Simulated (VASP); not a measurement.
Wanted: the native input for a VASP 6.6.1 run.

```
Task                   : single point
Functional             : PBE
Potentials or basis    : VASP PAW PBE potentials, release 64 (Ga_d, Sb)
Cutoff                 : 520 eV
k mesh                 : 16 × 16 × 16
Occupations            : gaussian, width 0.15 eV
Spin                   : no spin polarisation
Dipole correction      : no
Further INCAR settings : ALGO = Normal; EDIFF = 1e-06; NBANDS = 16
```

The structure of GaSb lies in POSCAR:

```
GaSb
1.0
   -2.6368500000      2.6368500000      1.5179000000
    2.6368500000     -2.6368500000      1.5179000000
    2.6368500000      2.6368500000     -1.5179000000
Ga Sb
1 1
Direct
    0.2500000000      0.7500000000      0.5000000000
    0.0000000000      0.0000000000      0.0000000000
```

The input as run:

INCAR

```
SYSTEM = GaSb
PREC = Accurate ; ENCUT = 520
EDIFF = 1E-6 ; ISMEAR = 0
SIGMA = 0.15 ; LREAL = .FALSE.
LASPH = .TRUE. ; NELM = 60
ALGO = Normal ; ISIF = 2
LWAVE = .FALSE. ; LCHARG = .TRUE.
GGA = PE ; LELF = .TRUE.
LVHAR = .TRUE. ; NBANDS = 16
```

KPOINTS

```
regular mesh
0
G
  16 16 16
  0 0 0
```

Potentials or basis: VASP PAW PBE potentials, release 64 (Ga_d, Sb).

Launch:

```sh
$ cat potpaw_PBE.64/Ga_d/POTCAR potpaw_PBE.64/Sb/POTCAR > POTCAR
$ mpirun -np 1 vasp_std > vasp.out
```

It gave:

* Pressure: 9.8 GPa
* Band gap on the k mesh: zero (band 9 reaches 10.22 eV, above the bottom of band 10 at 4.65 eV)

Caveat: spin-orbit coupling is left out, which moves the levels of the heavy elements.

Run time: 2.1 min on 1 thread of Intel(R) Xeon(R) Platinum 8488C (Sapphire Rapids), with other jobs on the host, peak memory 0.37 GiB.
